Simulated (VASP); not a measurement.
# AgCl (P2_1/m) in VASP: electric field gradients with PBE

Aim: the electric field gradients of AgCl with PBE.

All numbers are computed with VASP 6.6.1; they aren't measurements. Logs are shortened: lines on timing, memory, paths and dates and some standing lists are left out, and cuts for length are marked.

## (1) The cell of the first run

It takes space group P2_1/m (No. 11, monoclinic). The conventional cell has a = 3.530 Å, b = 4.011 Å, c = 5.243 Å, α = 90.00°, β = 100.69°, γ = 90.00°. Within 3.7 Å of Ag (site symmetry m) lie 7 Cl at 2.55 to 3.61 Å and 4 Ag at 3.03 to 3.53 Å. Cl (site symmetry m) has 7 Ag at 2.55 to 3.61 Å and 8 Cl at 3.40 to 3.72 Å within 3.8 Å.

## (2) Electric field gradients, PBE

INCAR

```
ALGO = Normal
EDIFF = 1E-8
ENCUT = 520
GGA = PE
ISIF = 2
ISMEAR = -1
LASPH = True
LCHARG = False
LEFG = True
LREAL = False
LWAVE = False
NBANDS = 26
NELM = 60
PREC = Accurate
SIGMA = 0.01
```

KPOINTS

```
k-points
0
Gamma
  10 8 7
```

POSCAR

```
AgCl
1.0
    3.5300000000      0.0000000000      0.0000000000
    0.0000000000      4.0110000000      0.0000000000
   -0.9725508841      0.0000000000      5.1520087129
Ag Cl
2 2
Direct
    0.1570000000      0.2500000000      0.2100000000
    0.8430000000      0.7500000000      0.7900000000
    0.3080000000      0.2500000000      0.7050000000
    0.6920000000      0.7500000000      0.2950000000
```

Potentials or basis: VASP PAW PBE potentials, release 64 (Ag, Cl).

Command:

```sh
$ cat potpaw_PBE.64/Ag/POTCAR potpaw_PBE.64/Cl/POTCAR > POTCAR
$ mpirun -np 1 vasp_std > vasp.out
```

OUTCAR:

```text
EDIFF = 1E-8
   ENCUT = 520
   GGA = PE
   ISIF = 2
   ISMEAR = -1
   LASPH = True
   LREAL = False
   NELM = 60
   PREC = Accurate

 ion  position               nearest neighbor table
   1  0.157  0.250  0.210-   3 2.55   4 2.68   4 2.68   4 2.73   4 2.73   3 2.80   2 3.03   2 3.03

   2  0.843  0.750  0.790-   4 2.55   3 2.68   3 2.68   3 2.73   3 2.73   4 2.80   1 3.03   1 3.03

   3  0.308  0.250  0.705-   1 2.55   2 2.68   2 2.68   2 2.73   2 2.73   1 2.80
   4  0.692  0.750  0.295-   2 2.55   1 2.68   1 2.68   1 2.73   1 2.73   2 2.80

  LATTYP: Found a simple monoclinic cell.
 ALAT       =     3.5300000000
 B/A-ratio  =     1.1362606232
 C/A-ratio  =     1.4852691218
 COS(beta)  =    -0.1854951143

  Lattice vectors:

 A1 = (   3.5300000000,   0.0000000000,   0.0000000000)
 A2 = (   0.0000000000,   4.0110000000,   0.0000000000)
 A3 = (  -0.9725508841,   0.0000000000,   5.1520087129)

Analysis of symmetry for initial positions (statically):
=====================================================================
 Subroutine PRICEL returns:
 Original cell was already a primitive cell.

 Routine SETGRP: Setting up the symmetry group for a
 simple monoclinic supercell.

 Subroutine GETGRP returns: Found  4 space group operations
 (whereof  2 operations were pure point group operations)
 out of a pool of  4 trial point group operations.

The static configuration has the point symmetry S_2 .
 The point group associated with its full space group is C_2h.

Analysis of symmetry for dynamics (positions and initial velocities):
=====================================================================
 Subroutine PRICEL returns:
 Original cell was already a primitive cell.

 Routine SETGRP: Setting up the symmetry group for a
 simple monoclinic supercell.

 Subroutine GETGRP returns: Found  4 space group operations
 (whereof  2 operations were pure point group operations)
 out of a pool of  4 trial point group operations.

The dynamic configuration has the point symmetry S_2 .
 The point group associated with its full space group is C_2h.

 Subroutine INISYM returns: Found  4 space group operations
 (whereof  2 operations are pure point group operations),
 and found     1 'primitive' translations

----------------------------------------------------------------------------------------

                                     Primitive cell

  volume of cell :      72.9464

  direct lattice vectors                    reciprocal lattice vectors
     3.530000000  0.000000000  0.000000000     0.283286119  0.000000000  0.053476262
     0.000000000  4.011000000  0.000000000     0.000000000  0.249314385  0.000000000
    -0.972550884  0.000000000  5.152008713     0.000000000  0.000000000  0.194099051

  length of vectors
     3.530000000  4.011000000  5.243000000     0.288289326  0.249314385  0.194099051

  position of ions in fractional coordinates (direct lattice)
     0.157000000  0.250000000  0.210000000
     0.843000000  0.750000000  0.790000000
     0.308000000  0.250000000  0.705000000
     0.692000000  0.750000000  0.295000000

  ion indices of the primitive-cell ions
   primitive index   ion index
                 1           1
                 2           2
                 3           3
                 4           4

----------------------------------------------------------------------------------------

 KPOINTS: k-points

Automatic generation of k-mesh.
 Grid dimensions read from file:
 generate k-points for:   10    8    7

 Generating k-lattice:

  Cartesian coordinates                     Fractional coordinates (reciprocal lattice)
     0.028328612  0.000000000  0.005347626     0.100000000  0.000000000 -0.000000000
     0.000000000  0.031164298  0.000000000     0.000000000  0.125000000  0.000000000
     0.000000000  0.000000000  0.027728436     0.000000000  0.000000000  0.142857143

  Length of vectors
     0.028828933  0.031164298  0.027728436

  Shift w.r.t. Gamma in fractional coordinates (k-lattice)
     0.000000000  0.000000000  0.000000000

 Subroutine IBZKPT returns following result:
 ===========================================

 Found    180 irreducible k-points:

 Following reciprocal coordinates:
            Coordinates               Weight
  0.000000  0.000000  0.000000      1.000000
  0.100000  0.000000  0.000000      2.000000
  0.200000  0.000000  0.000000      2.000000
  0.300000  0.000000  0.000000      2.000000
  0.400000  0.000000  0.000000      2.000000
  0.500000  0.000000  0.000000      1.000000
[... 16 lines left out ...]
  0.400000  0.375000  0.000000      4.000000
  0.500000  0.375000  0.000000      2.000000
 [... further k-points ...]
   k-points           NKPTS =    180   k-points in BZ     NKDIM =    180   number of bands    NBANDS=     26
   number of dos      NEDOS =    301   number of ions     NIONS =      4
   total plane-waves  NPLWV =  33600
   dimension x,y,z NGX =    28 NGY =   30 NGZ =   40
   dimension x,y,z NGXF=    56 NGYF=   60 NGZF=   80
   ions per type =               2   2
   NGX,Y,Z   is equivalent  to a cutoff of  13.19, 12.43, 12.68 a.u.
   NGXF,Y,Z  is equivalent  to a cutoff of  26.37, 24.87, 25.37 a.u.
 SYSTEM =  unknown system
   PREC   = accura    normal or accurate (medium, high low for compatibility)
   ISTART =      0    job   : 0-new  1-cont  2-samecut
   ICHARG =      2    charge: 1-file 2-atom 10-const
   ISPIN  =      1    spin polarized calculation?
   LNONCOLLINEAR =      F non collinear calculations
   LSORBIT =      F    spin-orbit coupling
   LASPH  =      T    aspherical Exc in radial PAW
   ENCUT  =  520.0 eV  38.22 Ry    6.18 a.u.   6.56  7.46  9.75*2*pi/ulx,y,z
   NELM   =     60;   NELMIN=  2; NELMDL= -5     # of ELM steps
   EDIFF  = 0.1E-07   stopping-criterion for ELM
   LREAL  =      F    real-space projection
   EDIFFG = 0.1E-06   stopping-criterion for IOM
   NSW    =      0    number of steps for IOM
   IBRION =     -1    ionic relax: 0-MD 1-quasi-New 2-CG
   NFREE  =      0    steps in history (QN), initial steepest desc. (CG)
   ISIF   =      2    stress and relaxation
   ISYM   =      2    0-nonsym 1-usesym 2-fastsym
   POTIM  = 0.5000    time-step for ionic-motion
   TEBEG  =    0.0;   TEEND  =   0.0 temperature during run
   PSTRESS=    0.0 pullay stress
   NELECT =      36.0000    total number of electrons
   NUPDOWN=      -1.0000    fix difference up-down
   EMIN   =  10.00;   EMAX   =-10.00  energy-range for DOS
   EFERMI =   0.00;   METHOD = LEGACY
   ISMEAR =    -1;   SIGMA  =   0.01  broadening in eV -4-tet -1-fermi 0-gaus
   EFERMI_NEDOS =   21; number of points for ismear=-14 and -15
   IALGO  =     38    algorithm
   IMIX   =      4    mixing-type and parameters
     AMIX     =   0.40;   BMIX     =  1.00
     AMIX_MAG =   1.60;   BMIX_MAG =  1.00
  volume/ion in A,a.u.               =      18.24       123.07
  Fermi-wavevector in a.u.,A,eV,Ry     =   1.293722  2.444780 22.772302  1.673717
  Thomas-Fermi vector in A             =   2.425350
   LORBIT       =      0    0 simple, 1 ext, 2 COOP (PROOUT), +10 PAW based schemes
   GGA     = PE    functional components
   LHFCALC =     F    Hartree Fock is set to
   AEXX    =    0.0000 exact exchange contribution
   IVDW    =     0    specifies the selected vdW correction
   LEPSILON=     F    determine dielectric tensor
   LRPA    =     F    only Hartree local field effects (RPA)
 non-spin polarized calculation
  energy-cutoff  :      520.00
  volume of cell :       72.95
 maximum number of plane-waves:      1986
 NGX is ok and might be reduce to    28
   NGX = 13   NGY = 15   NGZ = 19

 number of electron      35.9999993 magnetization

 Free energy of the ion-electron system (eV)
  ---------------------------------------------------
  ext. energy  EPLUGINS =         0.00000000
  ---------------------------------------------------
  free energy    TOTEN  =       -10.27125042 eV

  energy without entropy =      -10.27125042  energy(sigma->0) =      -10.27125042

 E-fermi :   5.7559     XC(G=0): -10.8630

 val. band max:        5.5614759347   @ k =   0.5000   0.0000   0.4286
 cond. band min:       6.3283724054   @ k =   0.0000   0.0000   0.0000
 fundamental gap:      0.7668964707
 Fermi energy:         5.7558817169

 k-point     1 :       0.0000    0.0000    0.0000
  band No.  band energies     occupation
      1     -10.2293      2.00000
      2      -9.3262      2.00000
      3       0.2762      2.00000
      4       1.2986      2.00000
      5       1.9546      2.00000
      6       2.2221      2.00000
[... 18 lines left out ...]
     25      16.6934      0.00000
     26      17.2780      0.00000

 k-point     2 :       0.1000    0.0000    0.0000
  band No.  band energies     occupation
      1     -10.1810      2.00000
      2      -9.3141      2.00000
      3       0.3132      2.00000
      4       1.2057      2.00000
      5       1.5553      2.00000
      6       2.2143      2.00000
[... 18 lines left out ...]
     25      16.7233      0.00000
     26      16.8928      0.00000

 k-point     3 :       0.2000    0.0000    0.0000
  band No.  band energies     occupation
      1     -10.0451      2.00000
      2      -9.2880      2.00000
      3       0.4135      2.00000
      4       0.9499      2.00000
      5       0.9898      2.00000
      6       1.5822      2.00000
[... 18 lines left out ...]
     25      16.0203      0.00000
     26      16.3928      0.00000

 k-point     4 :       0.3000    0.0000    0.0000
  band No.  band energies     occupation
      1      -9.8497      2.00000
      2      -9.2755      2.00000
      3       0.3593      2.00000
      4       0.5808      2.00000
      5       0.7761      2.00000
      6       0.8528      2.00000
[... 18 lines left out ...]
     25      15.5714      0.00000
     26      15.8748      0.00000
[... 496 lines left out ...]
      1      -9.6147      2.00000
      2      -9.3915      2.00000
      3       0.2467      2.00000
      4       0.5096      2.00000
      5       1.0907      2.00000
      6       1.1851      2.00000
[... 18 lines left out ...]
     25      15.1025      0.00000
     26      15.6953      0.00000

 k-point    23 :       0.4000    0.3750    0.0000
  band No.  band energies     occupation
      1      -9.5085      2.00000
      2      -9.3811      2.00000
      3       0.1773      2.00000
      4       0.3788      2.00000
      5       1.1747      2.00000
      6       1.3971      2.00000
[... 18 lines left out ...]
     25      15.6613      0.00000
     26      16.2891      0.00000

 k-point    24 :       0.5000    0.3750    0.0000
  band No.  band energies     occupation
      1      -9.4498      2.00000
      2      -9.3946      2.00000
      3       0.1933      2.00000
      4       0.2637      2.00000
      5       1.1939      2.00000
      6       1.5348      2.00000
[... 18 lines left out ...]
     25      15.7659      0.00000
     26      16.5995      0.00000

 [... further k-points ...]

------------------------ aborting loop because EDIFF is reached ----------------------------------------

  FORCE on cell =-STRESS in cart. coord.  units (eV):
  Direction    XX          YY          ZZ          XY          YZ          ZX
  --------------------------------------------------------------------------------------
  -------------------------------------------------------------------------------------
  Total        4.5161889      4.2462322      5.0936228      0.0000000      0.0000000      0.0414198
  in kB       99.1924753     93.2632116    111.8750934      0.0000000      0.0000000      0.9097354
  external PRESSURE =     101.4435935 kB  Pullay stress =       0.0000000 kB

 VOLUME and BASIS-vectors are now :
 -----------------------------------------------------------------------------
  energy-cutoff  :      520.00
  volume of cell :       72.95
      direct lattice vectors                 reciprocal lattice vectors
     3.530000000  0.000000000  0.000000000     0.283286119  0.000000000  0.053476262
     0.000000000  4.011000000  0.000000000     0.000000000  0.249314385  0.000000000
    -0.972550884  0.000000000  5.152008713     0.000000000  0.000000000  0.194099051

 POSITION                                       TOTAL-FORCE (eV/Angst)
 -----------------------------------------------------------------------------------
      0.34997      1.00275      1.08192         0.025846      0.000000     -0.586429
      2.20747      3.00825      4.07009        -0.025846     -0.000000      0.586429
      0.40159      1.00275      3.63217         0.052474     -0.000000      0.879056
      2.15586      3.00825      1.51984        -0.052474     -0.000000     -0.879056
 -----------------------------------------------------------------------------------
    total drift:                               -0.000000     -0.000000      0.000000

  FREE ENERGIE OF THE ION-ELECTRON SYSTEM (eV)
  ---------------------------------------------------
  free  energy   TOTEN  =       -10.2712504162 eV

  energy  without entropy=      -10.2712504162  energy(sigma->0) =      -10.27125042

 Electric field gradients (V/A^2)
---------------------------------------------------------------------
 ion       V_xx      V_yy      V_zz      V_xy      V_xz      V_yz
---------------------------------------------------------------------
   1      16.661    -8.785    -7.876    -0.000    12.626    -0.000
   2      16.661    -8.785    -7.876     0.000    12.626     0.000
   3     -20.879     9.317    11.562    -0.000   -32.574    -0.000
   4     -20.879     9.317    11.562    -0.000   -32.574    -0.000
---------------------------------------------------------------------

 Electric field gradients after diagonalization (V/A^2)
 (convention: |V_zz| > |V_xx| > |V_yy|)
----------------------------------------------------------------------
 ion       V_xx      V_yy      V_zz     asymmetry (V_yy - V_xx)/ V_zz
----------------------------------------------------------------------
   1     -13.213    -8.785    21.997       0.201
   2     -13.213    -8.785    21.997       0.201
   3      31.731     9.317   -41.048       0.546
   4      31.731     9.317   -41.048       0.546
----------------------------------------------------------------------

           NMR quadrupolar parameters

 Cq : quadrupolar parameter    Cq=e*Q*V_zz/h
 eta: asymmetry parameters     (V_yy - V_xx)/ V_zz
 Q  : nuclear electric quadrupole moment in mb (millibarn)
----------------------------------------------------------------------
 ion       Cq(MHz)       eta       Q (mb)
----------------------------------------------------------------------
   1       0.053       0.201       1.000
   2       0.053       0.201       1.000
   3      -0.099       0.546       1.000
   4      -0.099       0.546       1.000
----------------------------------------------------------------------
```

It took 3.5 min on 1 thread of Intel Xeon Platinum 8488C (Sapphire Rapids), shared host; peak memory 0.39 GiB.

What came out:

```yaml
Free_energy: -10.2713 eV
Pressure: 10.1 GPa
Largest_force: 0.881 eV/Å
Band_gap_on_the_k_mesh: 0.77 eV (least direct gap 2.41 eV)
Largest_electric_field_gradient_by_atom: Ag +22.0; Cl -41.0 V/Å²
```

Forces in eV/Å, atoms in the order of the input:
```
Ag   0.026  0.000 -0.586
Ag  -0.026  0.000  0.586
Cl   0.052  0.000  0.879
Cl  -0.052  0.000 -0.879
```

Levels at points of the mesh, in eV from the valence-band top:
| k point | band 14 | band 15 | band 16 | band 17 | band 18 | band 19 | band 20 | band 21 | band 22 | band 23 |
| --- | --- | --- | --- | --- | --- | --- | --- | --- | --- | --- |
| (0.00, 0.00, 0.00) | -2.21 | -2.15 | -1.80 | -1.75 | -1.64 | 0.77 | 3.15 | 7.94 | 9.32 | 9.67 |
| (0.50, 0.00, 0.00) | -1.78 | -1.61 | -1.18 | -0.12 | -0.01 | 3.75 | 5.31 | 5.40 | 7.05 | 7.07 |
| (0.00, 0.50, 0.00) | -2.31 | -1.34 | -1.34 | -0.22 | -0.22 | 4.61 | 4.61 | 6.59 | 6.59 | 9.04 |
| (0.50, 0.50, 0.00) | -2.28 | -2.09 | -2.09 | -1.48 | -1.48 | 2.84 | 2.84 | 7.24 | 7.24 | 9.48 |

Electric field gradients, principal values (V/Å²):
| atom | least | middle | greatest (by size) |
| --- | --- | --- | --- |
| 1 Ag | -8.785 | -13.213 | 21.997 |
| 2 Ag | -8.785 | -13.213 | 21.997 |
| 3 Cl | 9.317 | 31.731 | -41.048 |
| 4 Cl | 9.317 | 31.731 | -41.048 |

Caveat: the cell stands under pressure; semilocal functionals underestimate gaps, and a narrow one can read as zero; without QUAD_EFG the Cq values of the log hold for a quadrupole moment of 1 mb, not for the nuclei.
